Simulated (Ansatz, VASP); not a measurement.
**ZnSe: VASP beside Ansatz**

Contents of INCAR:

```
PREC = Accurate
ENCUT = 520
EDIFF = 1E-6
ISMEAR = 0
SIGMA = 0.05
LREAL = False
LASPH = True
NELM = 100
ALGO = Normal
ISIF = 2
LWAVE = False
LCHARG = False
GGA = CA
NBANDS = 26
```

Contents of KPOINTS:

```
regular mesh
0
Gamma
  8 8 6
```

Contents of POSCAR:

```
ZnSe
1.0
    3.7875101274      0.0000000000      0.0000000000
    0.0000000000      3.7875101274      0.0000000000
    0.0000000000      0.0000000000      4.9987337378
Zn Se
2 2
Direct
    0.0000000000      0.0000000000      0.0000000000
    0.5000000000      0.5000000000      0.0000000000
    0.0000000000      0.5000000000      0.2419974579
    0.5000000000      0.0000000000      0.7580025421
```

Input for Ansatz:

```yaml
crystal:
  lattice:
    - [3.7875101274, 0.0, 0.0]
    - [0.0, 3.7875101274, 0.0]
    - [0.0, 0.0, 4.9987337378]
  atoms:
    - { symbol: Zn, position: [0.0, 0.0, 0.0] }
    - { symbol: Zn, position: [0.5, 0.5, 0.0] }
    - { symbol: Se, position: [0.0, 0.5, 0.2419974579] }
    - { symbol: Se, position: [0.5, 0.0, 0.7580025421] }
basis:
  ecutwfc: 520.0
kpoints:
  mp_grid: { grid: [8, 8, 6] }
hamiltonian:
  xc: lda
scf:
  occupations: { method: gaussian, width: 0.05 }
output:
  forces: true
  stress: true
  eigenvalues: true
```

Alike in both runs: task single point; functional LDA; k mesh 8 × 8 × 6; occupations gaussian, width 0.05 eV; no spin polarisation.

|  | VASP | Ansatz |
| --- | --- | --- |
| version | VASP 6.6.1 | Ansatz 0.2.0 |
| potentials or method | VASP PAW LDA potentials, release 64 (Zn, Se), cutoff 520 eV | scalar-relativistic, plane waves, PAW |
| valence electrons in the cell | 36 | 56 |

```csv
,VASP,Ansatz,Ansatz less VASP
gap on the k mesh at the Fermi level (eV),0.93,0.94,+0.009
least direct gap on the mesh (eV),0.93,0.94,+0.009
rms of the force components (eV/Å),2.153,2.090,-0.0630
```

LDA's correlation is that of Perdew and Zunger in VASP and of Perdew and Wang (1992) in Ansatz. Atom by atom the forces differ by 0.063 eV/Å (rms over components). VASP's potentials hold 36 valence electrons a cell and Ansatz's 56, so a difference there can come from the potentials and not from the codes.
